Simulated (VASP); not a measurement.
Runs of VASP 6.6.1 on NaH. The structure is that of space group Fm-3m (No. 225), or close to it. The cells are those of the table. 

| task | level | cell | cutoff (eV) | gap on the mesh (eV) | pressure (GPa) | relaxed volume (Å³/atom) |
| --- | --- | --- | --- | --- | --- | --- |
| single point | PBEsol | a = 3.388 Å, angles 60.0°, 2 atoms | 520 | 3.60 | 0.0 | - |
| relaxation of cell and atoms | PBEsol | relaxed from a = 3.451 Å, angles 60.0°, 2 atoms | 600 | 3.60 | 0.0 | 13.76 |
| relaxation of cell and atoms | RPBE | relaxed from a = 3.451 Å, angles 60.0°, 2 atoms | 600 | (a) | 0.0 | 14.94 |
| single point | r2SCAN+rVV10 | a = 3.378 Å, angles 60.0°, 2 atoms | 520 | 4.38 | -0.3 | - |
| single point | PBE | a = 3.417 Å, angles 60.0°, 2 atoms | 520 | (b) | 0.0 | - |

Alike in all rows: potentials or basis VASP PAW PBE potentials, release 64 (Na_pv, H); no spin polarisation; k mesh 8 × 8 × 8; smearing fermi-dirac 0.01 eV.

Q: Fill in the values left out.

A: (a) 3.88; (b) 3.76.

Caveats: the PAW data sets were made with another functional, which shifts forces and pressure a little (some runs).

A k mesh can miss the band edges.
